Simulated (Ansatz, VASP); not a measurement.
**ZnS: VASP beside Ansatz**

The input INCAR:

```
PREC     = Accurate       # precision mode
ENCUT    = 520            # plane-wave cutoff, eV
EDIFF    = 1E-6           # SCF threshold, eV
ISMEAR   = 0              # smearing method
SIGMA    = 0.05           # smearing width, eV
LREAL    = False          # projectors in reciprocal space
LASPH    = True           # aspherical terms in the spheres
NELM     = 80             # most SCF steps
ALGO     = Normal         # electronic algorithm
ISIF     = 2              # what is computed and relaxed
LWAVE    = False          # write WAVECAR
LCHARG   = False          # write CHGCAR
GGA      = PS             # functional
NBANDS   = 26             # bands
```

File KPOINTS:

```
Automatic mesh
0
Gamma
  9 9 6
```

POSCAR

```
ZnS
1.0
    4.0707830935      0.0000000000      0.0000000000
   -2.0353915467      3.5254015723      0.0000000000
    0.0000000000      0.0000000000      5.5716808200
Zn S
2 2
Direct
    0.3333333333      0.6666666667      0.0054424479
    0.6666666667      0.3333333333      0.5054424479
    0.3333333333      0.6666666667      0.3795575521
    0.6666666667      0.3333333333      0.8795575521
```

Input for Ansatz:

```yaml
crystal:
  lattice:
    - [4.0707830935, 0.0, 0.0]
    - [-2.0353915467, 3.5254015723, 0.0]
    - [0.0, 0.0, 5.57168082]
  atoms:
    - { symbol: Zn, position: [0.3333333333, 0.6666666667, 0.0054424479] }
    - { symbol: Zn, position: [0.6666666667, 0.3333333333, 0.5054424479] }
    - { symbol: S, position: [0.3333333333, 0.6666666667, 0.3795575521] }
    - { symbol: S, position: [0.6666666667, 0.3333333333, 0.8795575521] }
basis:
  ecutwfc: 520.0
kpoints:
  mp_grid: { grid: [9, 9, 6] }
hamiltonian:
  xc: pbesol
  pseudopotentials: { kind: paw }
scf:
  occupations: { method: gaussian, width: 0.05 }
output:
  forces: true
  stress: true
  eigenvalues: true
```

Alike in both runs: task single point; functional PBEsol; k mesh 9 × 9 × 6; occupations gaussian, width 0.05 eV; no spin polarisation.

```csv
,VASP,Ansatz
version,VASP 6.6.1,Ansatz 0.2.0
potentials or method,"VASP PAW PBE potentials, release 64 (Zn, S), cutoff 520 eV","scalar-relativistic, plane waves, PAW"
valence electrons in the cell,36,36
```

```csv
,VASP,Ansatz,Ansatz less VASP
gap on the k mesh at the Fermi level (eV),1.78,1.79,+0.008
least direct gap on the mesh (eV),1.78,1.79,+0.008
pressure (GPa),2.2,2.0,-0.19
"traceless stress, the component that is largest in VASP (GPa)",20.46,20.40,-0.060
rms of the force components (eV/Å),1.269,1.263,-0.0054
```

VASP's potentials were made for PBE, not for PBEsol. Atom by atom the forces differ by 0.005 eV/Å (rms over components).
